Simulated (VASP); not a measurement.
# SnSe2 (P-3m1) in VASP: further runs

The runs below take SnSe2 through single point, with PBE.

Program: VASP 6.6.1. These are calculated values, not measurements. Logs are shortened: lines on timing, memory, paths and dates and some standing lists are left out, and cuts for length are marked.

**1. The cell of the first run**

The structure is trigonal, space group P-3m1 (No. 164). The conventional cell has a = 3.842 Å, b = 3.842 Å, c = 6.486 Å, α = 90.00°, β = 90.00°, γ = 120.00°. Within 3.6 Å of Sn (site symmetry -3m) lie 6 Se at 2.72 Å. Within 3.6 Å of Se (site symmetry 3m) lie 3 Sn at 2.72 Å.

**2. Single point, PBE**

The input, INCAR:

```
SYSTEM = SnSe2
PREC = Accurate
ENCUT = 500
EDIFF = 1E-6
ISMEAR = 0
SIGMA = 0.1
LREAL = .False.
LASPH = .True.
NELM = 120
ALGO = Normal
ISIF = 2
LWAVE = .False.
LCHARG = .False.
GGA = PE
NBANDS = 20
GGA_COMPAT = .False.
```

The input, KPOINTS:

```
Automatic mesh
0
Gamma
  6 6 4
  0 0 0
```

The input, POSCAR:

```
SnSe2
1.0
    3.8418991400      0.0000000000      0.0000000000
   -1.9209495700      3.3271822500      0.0000000000
    0.0000000000      0.0000000000      6.4858801000
Sn Se
1 2
Direct
    0.0000000000      0.0000000000      0.0000000000
    0.6666666700      0.3333333300      0.7570988600
    0.3333333300      0.6666666700      0.2429011400
```

Potentials or basis: VASP PAW PBE potentials, release 64 (Sn_d, Se).

Started as:

```console
cat potpaw_PBE.64/Sn_d/POTCAR potpaw_PBE.64/Se/POTCAR > POTCAR
mpirun -np 1 vasp_std > vasp.out
```

OUTCAR:

```text
SYSTEM = SnSe2
   PREC = Accurate
   ENCUT = 500
   EDIFF = 1E-6
   ISMEAR = 0
   LREAL = .False.
   LASPH = .True.
   NELM = 120
   ISIF = 2
   GGA = PE

 ion  position               nearest neighbor table
   1  0.000  0.000  0.000-   2 2.72   3 2.72   3 2.72   2 2.72   2 2.72   3 2.72
   2  0.667  0.333  0.757-   1 2.72   1 2.72   1 2.72
   3  0.333  0.667  0.243-   1 2.72   1 2.72   1 2.72

  LATTYP: Found a hexagonal cell.
 ALAT       =     3.8418991400
 C/A-ratio  =     1.6881963486

  Lattice vectors:

 A1 = (   3.8418991400,   0.0000000000,   0.0000000000)
 A2 = (  -1.9209495700,   3.3271822500,   0.0000000000)
 A3 = (   0.0000000000,   0.0000000000,   6.4858801000)

Analysis of symmetry for initial positions (statically):
=====================================================================
 Subroutine PRICEL returns:
 Original cell was already a primitive cell.

 Routine SETGRP: Setting up the symmetry group for a
 hexagonal supercell.

 Subroutine GETGRP returns: Found 12 space group operations
 (whereof 12 operations were pure point group operations)
 out of a pool of 24 trial point group operations.

The static configuration has the point symmetry D_3d.

Analysis of symmetry for dynamics (positions and initial velocities):
=====================================================================
 Subroutine PRICEL returns:
 Original cell was already a primitive cell.

 Routine SETGRP: Setting up the symmetry group for a
 hexagonal supercell.

 Subroutine GETGRP returns: Found 12 space group operations
 (whereof 12 operations were pure point group operations)
 out of a pool of 24 trial point group operations.

The dynamic configuration has the point symmetry D_3d.

 Subroutine INISYM returns: Found 12 space group operations
 (whereof 12 operations are pure point group operations),
 and found     1 'primitive' translations

----------------------------------------------------------------------------------------

                                     Primitive cell

  volume of cell :      82.9071

  direct lattice vectors                    reciprocal lattice vectors
     3.841899140  0.000000000  0.000000000     0.260287937  0.150277310  0.000000000
    -1.920949570  3.327182250  0.000000000     0.000000000  0.300554621  0.000000000
     0.000000000  0.000000000  6.485880100     0.000000000  0.000000000  0.154181080

  length of vectors
     3.841899140  3.841899137  6.485880100     0.300554621  0.300554621  0.154181080

  position of ions in fractional coordinates (direct lattice)
     0.000000000  0.000000000  0.000000000
     0.666666670  0.333333330  0.757098860
     0.333333330  0.666666670  0.242901140

  ion indices of the primitive-cell ions
   primitive index   ion index
                 1           1
                 2           2
                 3           3

----------------------------------------------------------------------------------------

 KPOINTS: Automatic mesh

Automatic generation of k-mesh.
 Grid dimensions read from file:
 generate k-points for:    6    6    4

 Generating k-lattice:

  Cartesian coordinates                     Fractional coordinates (reciprocal lattice)
     0.043381323  0.025046218  0.000000000     0.166666667  0.000000000  0.000000000
     0.000000000  0.050092437  0.000000000     0.000000000  0.166666667  0.000000000
     0.000000000  0.000000000  0.038545270     0.000000000  0.000000000  0.250000000

  Length of vectors
     0.050092437  0.050092437  0.038545270

  Shift w.r.t. Gamma in fractional coordinates (k-lattice)
     0.000000000  0.000000000  0.000000000

 Subroutine IBZKPT returns following result:
 ===========================================

 Found     24 irreducible k-points:

 Following reciprocal coordinates:
            Coordinates               Weight
  0.000000  0.000000  0.000000      1.000000
  0.166667 -0.000000  0.000000      6.000000
  0.333333  0.000000  0.000000      6.000000
  0.500000 -0.000000  0.000000      3.000000
  0.166667  0.166667  0.000000      6.000000
  0.333333  0.166667  0.000000     12.000000
[... 16 lines left out ...]
  0.333333  0.166667  0.500000     12.000000
  0.333333  0.333333  0.500000      2.000000
   k-points           NKPTS =     24   k-points in BZ     NKDIM =     24   number of bands    NBANDS=     20
   number of dos      NEDOS =    301   number of ions     NIONS =      3
   total plane-waves  NPLWV =  37632
   dimension x,y,z NGX =    28 NGY =   28 NGZ =   48
   dimension x,y,z NGXF=    56 NGYF=   56 NGZF=   96
   ions per type =               1   2
   NGX,Y,Z   is equivalent  to a cutoff of  12.12, 12.12, 12.30 a.u.
   NGXF,Y,Z  is equivalent  to a cutoff of  24.23, 24.23, 24.61 a.u.
 SYSTEM =  SnSe2
   PREC   = accura    normal or accurate (medium, high low for compatibility)
   ISTART =      0    job   : 0-new  1-cont  2-samecut
   ICHARG =      2    charge: 1-file 2-atom 10-const
   ISPIN  =      1    spin polarized calculation?
   LNONCOLLINEAR =      F non collinear calculations
   LSORBIT =      F    spin-orbit coupling
   LASPH  =      T    aspherical Exc in radial PAW
   ENCUT  =  500.0 eV  36.75 Ry    6.06 a.u.   7.00  7.00 11.83*2*pi/ulx,y,z
   NELM   =    120;   NELMIN=  2; NELMDL= -5     # of ELM steps
   EDIFF  = 0.1E-05   stopping-criterion for ELM
   LREAL  =      F    real-space projection
   EDIFFG = 0.1E-04   stopping-criterion for IOM
   NSW    =      0    number of steps for IOM
   IBRION =     -1    ionic relax: 0-MD 1-quasi-New 2-CG
   NFREE  =      0    steps in history (QN), initial steepest desc. (CG)
   ISIF   =      2    stress and relaxation
   ISYM   =      2    0-nonsym 1-usesym 2-fastsym
   POTIM  = 0.5000    time-step for ionic-motion
   TEBEG  =    0.0;   TEEND  =   0.0 temperature during run
   PSTRESS=    0.0 pullay stress
   NELECT =      26.0000    total number of electrons
   NUPDOWN=      -1.0000    fix difference up-down
   EMIN   =  10.00;   EMAX   =-10.00  energy-range for DOS
   EFERMI =   0.00;   METHOD = LEGACY
   ISMEAR =     0;   SIGMA  =   0.10  broadening in eV -4-tet -1-fermi 0-gaus
   EFERMI_NEDOS =   21; number of points for ismear=-14 and -15
   IALGO  =     38    algorithm
   IMIX   =      4    mixing-type and parameters
     AMIX     =   0.40;   BMIX     =  1.00
     AMIX_MAG =   1.60;   BMIX_MAG =  1.00
  volume/ion in A,a.u.               =      27.64       186.49
  Fermi-wavevector in a.u.,A,eV,Ry     =   1.112249  2.101846 16.831746  1.237098
  Thomas-Fermi vector in A             =   2.248821
   LORBIT       =      0    0 simple, 1 ext, 2 COOP (PROOUT), +10 PAW based schemes
   GGA     = PE    functional components
   LHFCALC =     F    Hartree Fock is set to
   AEXX    =    0.0000 exact exchange contribution
   IVDW    =     0    specifies the selected vdW correction
   LEPSILON=     F    determine dielectric tensor
   LRPA    =     F    only Hartree local field effects (RPA)
 non-spin polarized calculation
 Gauss-broadening in eV      SIGMA  =   0.10
  energy-cutoff  :      500.00
  volume of cell :       82.91
 maximum number of plane-waves:      2116
   NGX = 13   NGY = 13   NGZ = 23

 number of electron      26.0000014 magnetization

 Free energy of the ion-electron system (eV)
  ---------------------------------------------------
  ext. energy  EPLUGINS =         0.00000000
  ---------------------------------------------------
  free energy    TOTEN  =       -11.84192517 eV

  energy without entropy =      -11.84192516  energy(sigma->0) =      -11.84192516

 E-fermi :   3.7628     XC(G=0):  -9.0903

 val. band max:        3.3783486934   @ k =   0.1667  -0.0000   0.0000
 cond. band min:       4.1309038451   @ k =   0.5000  -0.0000   0.5000
 fundamental gap:      0.7525551516
 Fermi energy:         3.7627718189

 k-point     1 :       0.0000    0.0000    0.0000
  band No.  band energies     occupation
      1     -17.7724      2.00000
      2     -17.7724      2.00000
      3     -17.7382      2.00000
      4     -17.7268      2.00000
      5     -17.7268      2.00000
      6     -10.2038      2.00000
[... 12 lines left out ...]
     19      12.3571      0.00000
     20      12.3571      0.00000

 k-point     2 :       0.1667   -0.0000    0.0000
  band No.  band energies     occupation
      1     -17.7832      2.00000
      2     -17.7640      2.00000
      3     -17.7344      2.00000
      4     -17.7294      2.00000
      5     -17.7253      2.00000
      6      -9.9439      2.00000
[... 12 lines left out ...]
     19      11.7540      0.00000
     20      12.5194      0.00000

 k-point     3 :       0.3333    0.0000    0.0000
  band No.  band energies     occupation
      1     -17.8083      2.00000
      2     -17.7541      2.00000
      3     -17.7437      2.00000
      4     -17.7153      2.00000
      5     -17.7140      2.00000
      6      -9.2581      2.00000
[... 12 lines left out ...]
     19      12.3215      0.00000
     20      12.7857      0.00000

 k-point     4 :       0.5000   -0.0000    0.0000
  band No.  band energies     occupation
      1     -17.8215      2.00000
      2     -17.7526      2.00000
      3     -17.7480      2.00000
      4     -17.7068      2.00000
      5     -17.7058      2.00000
      6      -8.6785      2.00000
[... 12 lines left out ...]
     19      12.9862      0.00000
     20      13.5286      0.00000

 k-point     5 :       0.1667    0.1667    0.0000
  band No.  band energies     occupation
      1     -17.7958      2.00000
      2     -17.7614      2.00000
      3     -17.7369      2.00000
      4     -17.7278      2.00000
      5     -17.7139      2.00000
      6      -9.4653      2.00000
[... 12 lines left out ...]
     19      10.6321      0.00000
     20      13.0157      0.00000
[... 353 lines left out ...]
      6      -8.6198      2.00000
[... 12 lines left out ...]
     19      13.0739      0.00000
     20      13.5801      0.00000

 k-point    22 :       0.1667    0.1667    0.5000
  band No.  band energies     occupation
      1     -17.7959      2.00000
      2     -17.7614      2.00000
      3     -17.7369      2.00000
      4     -17.7277      2.00000
      5     -17.7138      2.00000
      6      -9.3681      2.00000
[... 12 lines left out ...]
     19      11.4515      0.00000
     20      12.5370      0.00000

 k-point    23 :       0.3333    0.1667    0.5000
  band No.  band energies     occupation
      1     -17.8083      2.00000
      2     -17.7634      2.00000
      3     -17.7404      2.00000
      4     -17.7172      2.00000
      5     -17.7061      2.00000
      6      -8.6797      2.00000
[... 12 lines left out ...]
     19      11.8712      0.00000
     20      13.0544      0.00000

 k-point    24 :       0.3333    0.3333    0.5000
  band No.  band energies     occupation
      1     -17.7875      2.00000
      2     -17.7875      2.00000
      3     -17.7256      2.00000
      4     -17.7256      2.00000
      5     -17.7091      2.00000
      6      -8.2718      2.00000
[... 12 lines left out ...]
     19      12.4054      0.00000
     20      12.5153      0.00000

------------------------ aborting loop because EDIFF is reached ----------------------------------------

  FORCE on cell =-STRESS in cart. coord.  units (eV):
  Direction    XX          YY          ZZ          XY          YZ          ZX
  --------------------------------------------------------------------------------------
  -------------------------------------------------------------------------------------
  Total        1.0063892      1.0063892      1.0608803      0.0000000      0.0000000      0.0000000
  in kB       19.4484541     19.4484541     20.5014938      0.0000000      0.0000000      0.0000000
  external PRESSURE =      19.7994673 kB  Pullay stress =       0.0000000 kB

 VOLUME and BASIS-vectors are now :
 -----------------------------------------------------------------------------
  energy-cutoff  :      500.00
  volume of cell :       82.91
      direct lattice vectors                 reciprocal lattice vectors
     3.841899140  0.000000000  0.000000000     0.260287937  0.150277310  0.000000000
    -1.920949570  3.327182250  0.000000000     0.000000000  0.300554621  0.000000000
     0.000000000  0.000000000  6.485880100     0.000000000  0.000000000  0.154181080

 POSITION                                       TOTAL-FORCE (eV/Angst)
 -----------------------------------------------------------------------------------
      0.00000      0.00000      0.00000        -0.000000      0.000000      0.000000
      1.92095      1.10906      4.91045        -0.000000      0.000000     -0.249913
     -0.00000      2.21812      1.57543         0.000000     -0.000000      0.249913
 -----------------------------------------------------------------------------------
    total drift:                               -0.000000      0.000000      0.000000

  FREE ENERGIE OF THE ION-ELECTRON SYSTEM (eV)
  ---------------------------------------------------
  free  energy   TOTEN  =       -11.8419251650 eV

  energy  without entropy=      -11.8419251618  energy(sigma->0) =      -11.84192516
```

Run time: 29 s. Hardware: 1 thread of Intel Xeon Platinum 8488C (Sapphire Rapids), shared host; peak memory 0.19 GiB.

Results:

| Property | Result |
| --- | --- |
| Free energy | -11.8419 eV |
| Pressure | 2.0 GPa |
| Largest force | 0.250 eV/Å |
| Band gap on the k mesh | 0.75 eV (least direct gap 1.17 eV) |

Forces in eV/Å, atoms in the order of the input:
```
Sn   0.000  0.000  0.000
Se   0.000  0.000 -0.250
Se   0.000  0.000  0.250
```

Caveat: semilocal functionals underestimate gaps, and a narrow one can read as zero; spin-orbit coupling is left out, which moves the levels of the heavy elements; this functional lacks dispersion, which binds layers or chains, so the pressure and a relaxed spacing across them are unreliable. A k mesh can miss the band edges.

(Part 1 of 2 ends here.)
